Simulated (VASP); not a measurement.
A run of VASP 6.6.1 is set up as follows.

File INCAR:

```
SYSTEM = CdS
PREC = Accurate
ENCUT = 520
EDIFF = 1E-7
ISMEAR = 0
SIGMA = 0.01
LREAL = .False.
LASPH = .True.
NELM = 80
ALGO = Normal
ISIF = 2
LWAVE = .False.
LCHARG = .False.
NBANDS = 26
```

The input KPOINTS:

```
regular mesh
0
Gamma
  6 6 2
  0 0 0
```

POSCAR

```
CdS
1.0
    4.1430717734      0.0000000000      0.0000000000
   -2.0715358867      3.5880099721      0.0000000000
    0.0000000000      0.0000000000      6.7257529006
Cd S
2 2
Direct
    0.3339800000      0.6722300000      0.9961400000
    0.6473900000      0.3066000000      0.4931500000
    0.3239900000      0.6518600000      0.3733800000
    0.6562400000      0.3279800000      0.8861900000
```

Potentials or basis: VASP PAW LDA potentials, release 64 (Cd, S).

Launch:

```sh
$ cat potpaw_LDA.64/Cd/POTCAR potpaw_LDA.64/S/POTCAR > POTCAR
$ mpirun -np 1 vasp_std > vasp.out
```

(1) What does it give for the largest force?

(2) What does it give for the band gap on the k mesh?

(3) What does it give for the pressure?

## Answers

(1) 0.634 eV/Å.

(2) 0.95 eV, direct.

(3) -2.2 GPa.

Caveat: the k points lie up to 0.47 Å⁻¹ apart.
